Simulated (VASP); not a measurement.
# Al2B2As (P4/mmm) in VASP: a series of runs, part 2 of 2

VASP 6.6.1. The steps go on from the part before.

## 3. Relaxation of cell and atoms, PBE

This run uses another cell than the first one, of 14.61 Å³/atom, 1.006 times its volume.

Contents of INCAR:

```
PREC = Accurate ; ENCUT = 600
EDIFF = 1E-7 ; ISMEAR = 0
SIGMA = 0.1 ; LREAL = F
LASPH = T ; NELM = 60
ALGO = Normal ; ISIF = 3
LWAVE = F ; LCHARG = F
GGA = PE ; IBRION = 2
NSW = 100 ; EDIFFG = -0.01
```

Contents of KPOINTS:

```
Automatic mesh
0
Gamma
  10 10 8
```

Contents of POSCAR:

```
Al2B2As
1.0
    3.5552539123      0.0000000000      0.0000000000
    0.0000000000      3.5552539123      0.0000000000
    0.0000000000      0.0000000000      5.7785426207
Al B As
2 2 1
Direct
    0.0000000000      0.0000000000      0.0000000000
    0.5000000000      0.5000000000      0.5000000000
    0.5000000000      0.5000000000      0.8669902867
    0.5000000000      0.5000000000      0.1330097133
    0.0000000000      0.0000000000      0.5000000000
```

Potentials or basis: VASP PAW PBE potentials, release 64 (Al, B, As).

Run with:

```sh
cat potpaw_PBE.64/Al/POTCAR potpaw_PBE.64/B/POTCAR potpaw_PBE.64/As/POTCAR > POTCAR
mpirun -np 1 vasp_std > vasp.out
```

OUTCAR:

```text
PREC = Accurate
   ENCUT = 600
   EDIFF = 1E-7
   ISMEAR = 0
   LREAL = F
   LASPH = T
   NELM = 60
   ISIF = 3
   GGA = PE
   IBRION = 2
   NSW = 100
   EDIFFG = -0.01

 ion  position               nearest neighbor table
   1  0.000  0.000  0.000-   3 2.63   4 2.63   3 2.63   4 2.63   3 2.63   4 2.63   3 2.63   4 2.63
                             5 2.89   5 2.89
   2  0.500  0.500  0.500-   3 2.12   4 2.12   5 2.51   5 2.51   5 2.51   5 2.51
   3  0.500  0.500  0.867-   4 1.54   2 2.12   1 2.63   1 2.63   1 2.63   1 2.63
   4  0.500  0.500  0.133-   3 1.54   2 2.12   1 2.63   1 2.63   1 2.63   1 2.63
   5  0.000  0.000  0.500-   2 2.51   2 2.51   2 2.51   2 2.51   1 2.89   1 2.89

  LATTYP: Found a simple tetragonal cell.
 ALAT       =     3.5552539123
 C/A-ratio  =     1.6253530024

  Lattice vectors:

 A1 = (   3.5552539123,   0.0000000000,   0.0000000000)
 A2 = (   0.0000000000,   3.5552539123,   0.0000000000)
 A3 = (   0.0000000000,   0.0000000000,   5.7785426207)

Analysis of symmetry for initial positions (statically):
=====================================================================
 Subroutine PRICEL returns:
 Original cell was already a primitive cell.

 Routine SETGRP: Setting up the symmetry group for a
 simple tetragonal supercell.

 Subroutine GETGRP returns: Found 16 space group operations
 (whereof 16 operations were pure point group operations)
[... 327 lines left out ...]
 number of electron      17.0000001 magnetization

 Free energy of the ion-electron system (eV)
  ---------------------------------------------------
  ext. energy  EPLUGINS =         0.00000000
  ---------------------------------------------------
  free energy    TOTEN  =       -22.96933528 eV

  energy without entropy =      -22.95963306  energy(sigma->0) =      -22.96448417

 E-fermi :   5.7829     XC(G=0): -10.2807

 val. band max:        5.7785845751   @ k =   0.3000   0.2000   0.1250
 cond. band min:       5.7929774543   @ k =   0.5000   0.0000   0.2500
 fundamental gap:      0.0143928792
 Fermi energy:         5.7828942687

 k-point     1 :       0.0000    0.0000    0.0000
  band No.  band energies     occupation
      1      -7.1263      2.00000
      2      -3.8591      2.00000
      3      -0.8719      2.00000
      4       3.5730      2.00000
      5       3.5730      2.00000
      6       3.6472      2.00000
      7       5.4173      2.00000
      8       6.0531      0.00013
      9       6.0531      0.00013
     10       6.5053      0.00000
     11       8.9742      0.00000
     12       9.4750      0.00000
[... 331 lines left out ...]
 k-point    24 :       0.2000    0.0000    0.1250
  band No.  band energies     occupation
      1      -6.7032      2.00000
      2      -3.7519      2.00000
      3      -0.3105      2.00000
      4       1.0196      2.00000
      5       2.7516      2.00000
      6       3.9976      2.00000
      7       5.3009      2.00000
      8       5.6522      1.93536
      9       6.0441      0.00022
     10       6.9066      0.00000
     11       9.7876      0.00000
     12       9.9391      0.00000

 [... further k-points ...]

------------------------ aborting loop because EDIFF is reached ----------------------------------------

  FORCE on cell =-STRESS in cart. coord.  units (eV):
  Direction    XX          YY          ZZ          XY          YZ          ZX
  --------------------------------------------------------------------------------------
  -------------------------------------------------------------------------------------
  Total       -0.0041223     -0.0041223      0.0086410      0.0000000      0.0000000     -0.0000000
  in kB       -0.0908264     -0.0908264      0.1903874      0.0000000      0.0000000     -0.0000000
  external PRESSURE =       0.0029115 kB  Pullay stress =       0.0000000 kB
[... 20 lines left out ...]
  FREE ENERGIE OF THE ION-ELECTRON SYSTEM (eV)
  ---------------------------------------------------
  free  energy   TOTEN  =       -22.9693352803 eV

  energy  without entropy=      -22.9596330589  energy(sigma->0) =      -22.96448417

 reached required accuracy - stopping structural energy minimisation
```

CONTCAR:

```text
Al2B2As
   1.00000000000000
     3.5514338942641328    0.0000000000000000   -0.0000000000000000
     0.0000000000000000    3.5514338942641328    0.0000000000000000
     0.0000000000000000    0.0000000000000000    5.7654242309162198
  Al              B               As
     2     2     1
Direct
     0.0000000000000000    0.0000000000000000    0.0000000000000000
     0.5000000000000000    0.5000000000000000    0.5000000000000000
     0.5000000000000000    0.5000000000000000    0.8669242212690745
     0.5000000000000000    0.5000000000000000    0.1330757787309254
     0.0000000000000000    0.0000000000000000    0.5000000000000000

  0.00000000E+00  0.00000000E+00  0.00000000E+00
  0.00000000E+00  0.00000000E+00  0.00000000E+00
  0.00000000E+00  0.00000000E+00  0.00000000E+00
  0.00000000E+00  0.00000000E+00  0.00000000E+00
  0.00000000E+00  0.00000000E+00  0.00000000E+00
```

Run time: 4.4 min. Hardware: 1 thread of Intel Xeon 6975P-C, shared host; peak memory 0.3 GiB.

What came out:

```yaml
Free_energy: -22.9693 eV
Relaxed_volume: 14.54 Å³/atom
Relaxed_cell: a = 3.551 Å, b = 3.551 Å, c = 5.765 Å, α = 90.00°, β = 90.00°, γ = 90.00°
Space_group_after_relaxing_to_0.05_Å: P4/mmm (No. 123)
Energy_gained_by_relaxing: 0.1 meV/atom
Ionic_steps: 5
Pressure_after_relaxing: 0.0 GPa
```

Step by step:
| step | energy change (eV) | largest force (eV/Å) | pressure (GPa) | volume (Å³) |
| --- | --- | --- | --- | --- |
| 1 | 0.0000 | 0.0272 | -0.47 | 73.04 |
| 2 | -0.0001 | 0.1331 | 0.26 | 72.59 |
| 3 | -0.0005 | 0.0597 | -0.07 | 72.79 |
| 4 | -0.0004 | 0.0694 | 0.09 | 72.63 |
| 5 | -0.0006 | 0.0005 | 0.00 | 72.72 |

Final structure:
```cif
data_structure
_symmetry_space_group_name_H-M 'P 1'
_symmetry_Int_Tables_number 1
_cell_length_a 3.5514
_cell_length_b 3.5514
_cell_length_c 5.7654
_cell_angle_alpha 90.000
_cell_angle_beta 90.000
_cell_angle_gamma 90.000
_cell_volume 72.72
loop_
_atom_site_label
_atom_site_type_symbol
_atom_site_fract_x
_atom_site_fract_y
_atom_site_fract_z
_atom_site_occupancy
Al1 Al 0.00000 0.00000 0.00000 1
Al2 Al 0.50000 0.50000 0.50000 1
B1 B 0.50000 0.50000 0.86692 1
B2 B 0.50000 0.50000 0.13308 1
As1 As 0.00000 0.00000 0.50000 1
```

Levels at points of the mesh, in eV from the Fermi level:
| k point | band 5 | band 6 | band 7 | band 8 | band 9 | band 10 | band 11 | band 12 |
| --- | --- | --- | --- | --- | --- | --- | --- | --- |
| (0.00, 0.00, 0.00) | -2.21 | -2.14 | -0.37 | 0.27 | 0.27 | 0.72 | 3.19 | 3.69 |
| (0.50, 0.00, 0.00) | -4.52 | -3.71 | -0.38 | -0.03 | 0.53 | 2.96 | 3.81 | 4.61 |
| (0.50, 0.50, 0.00) | -4.00 | -3.45 | -2.77 | -2.77 | -2.05 | -1.71 | 0.58 | 0.58 |
| (0.00, 0.00, 0.50) | -1.46 | -1.46 | -1.18 | -1.18 | -0.01 | 0.85 | 2.63 | 3.73 |
| (0.50, 0.00, 0.50) | -2.36 | -0.97 | -0.21 | -0.20 | 0.05 | 0.66 | 2.91 | 3.81 |
| (0.50, 0.50, 0.50) | -5.08 | -4.23 | -4.23 | -3.80 | -1.70 | 2.39 | 3.20 | 3.23 |
